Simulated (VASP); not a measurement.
Sn, 2 atoms in the cell. It takes space group Fd-3m (No. 227, cubic). The conventional cell has a = 6.510 Å, b = 6.510 Å, c = 6.510 Å, α = 90.00°, β = 90.00°, γ = 90.00°. Sn (site symmetry -43m) has 4 Sn at 2.82 Å within 3.7 Å. 

| Item | Value |
| --- | --- |
| Program | VASP 6.6.1 |
| Task | single point |
| Functional | LDA |
| Potentials or basis | VASP PAW LDA potentials, release 64 (Sn_d) |
| Cutoff | 520 eV |
| k mesh | 7 × 7 × 7 |
| Occupations | fermi-dirac, width 0.05 eV |
| Spin | no spin polarisation |
| Dipole correction | no |
| Further INCAR settings | ALGO = Normal; EDIFF = 1e-06; NBANDS = 21 |

Potentials or basis: VASP PAW LDA potentials, release 64 (Sn_d).

The run is started by

```sh
$ cat potpaw_LDA.64/Sn_d/POTCAR > POTCAR
$ mpirun -np 1 vasp_std > vasp.out
```

Hardware: 1 thread of AMD EPYC 7R13 (shared host).

Estimate the wall time of this run.

Run time: 63 s on 1 thread of AMD EPYC 7R13, with other jobs on the host, peak memory 0.14 GiB. Counts: scf iterations 11, k points 20.
